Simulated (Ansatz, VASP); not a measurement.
# TiO2: VASP beside Ansatz

```
Ti O
1.0
     5.01161    0.00000    0.00000
     0.00000    5.01161    0.00000
     0.00000    0.00000    2.88613
Ti O
2 4
Direct
  0.00000 0.00000 0.00000
  0.50000 0.50000 0.50000
  0.30565 0.30565 0.00000
  0.19435 0.80565 0.50000
  0.69435 0.69435 0.00000
  0.80565 0.19435 0.50000
```

Change from the starting cell: strain +0.080 along x and y, -0.040 along z, atoms carried along.

Alike in both runs: task single point; functional PBE; k mesh 6 × 6 × 10; occupations gaussian, width 0.05 eV; no spin polarisation; Hubbard terms Ti d U = 4.0 eV.

|  | VASP | Ansatz |
| --- | --- | --- |
| version | VASP 6.6.1 | Ansatz 0.2.0 |
| potentials or method | VASP PAW PBE potentials, release 64 (Ti_sv, O), cutoff 520 eV | scalar-relativistic, plane waves, PAW |
| valence electrons in the cell | 48 | 48 |

```csv
,VASP,Ansatz,Ansatz less VASP
gap on the k mesh at the Fermi level (eV),2.09,2.02,-0.075
least direct gap on the mesh (eV),2.15,2.10,-0.051
pressure (GPa),-12.3,-15.2,-2.95
"traceless stress, the component that is largest in VASP (GPa)",15.29,14.56,-0.730
rms of the force components (eV/Å),0.308,0.426,+0.1188
```

The programs project onto different local orbitals, so the same U acts differently, and such runs can settle in different states. Atom by atom the forces differ by 0.119 eV/Å (rms over components).
